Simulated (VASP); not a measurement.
Input of a VASP 6.6.1 run:

File POSCAR:

```
Pt
1.0
    2.7043096880      0.0000000000      0.0000000000
   -1.3521548440      2.3420008895      0.0000000000
    0.0000000000      0.0000000000      4.6943078975
Pt
2
Direct
    0.3333333333      0.6666666667      0.2500000000
    0.6666666667      0.3333333333      0.7500000000
```

Contents of INCAR.step1:

```
PREC = Accurate
ENCUT = 520
ISMEAR = -1
SIGMA = 0.05
LREAL = F
LASPH = T
NELM = 60
NBANDS = 17
GGA = PE
ALGO = Normal
EDIFF = 1E-4
LWAVE = T
LCHARG = F
```

The input INCAR.step2:

```
PREC = Accurate
ENCUT = 520
EDIFF = 1E-6
ISMEAR = -1
SIGMA = 0.05
LREAL = F
LASPH = T
NELM = 60
ALGO = Normal
ISIF = 2
LWAVE = F
LCHARG = F
METAGGA = R2SCAN
LMIXTAU = T
NBANDS = 17
ISTART = 1
```

File KPOINTS:

```
Automatic mesh
0
Gamma
  11 11 6
```

Potentials or basis: VASP PAW PBE potentials, release 64 (Pt).

The run is started by

```sh
$ cat potpaw_PBE.64/Pt/POTCAR > POTCAR
$ cp INCAR.step1 INCAR
$ mpirun -np 1 vasp_std > vasp.out
$ cp INCAR.step2 INCAR
$ mpirun -np 1 vasp_std > vasp.out
```

(1) What does it give for the band gap on the k mesh?

(2) Estimate the pressure.

Answers

(1) zero (band 10 reaches 11.74 eV, above the bottom of band 11 at 10.32 eV).

(2) 11.6 GPa.

Caveat: the PAW data sets were made with another functional, which shifts forces and pressure a little; spin-orbit coupling is left out, which moves the levels of the heavy elements.
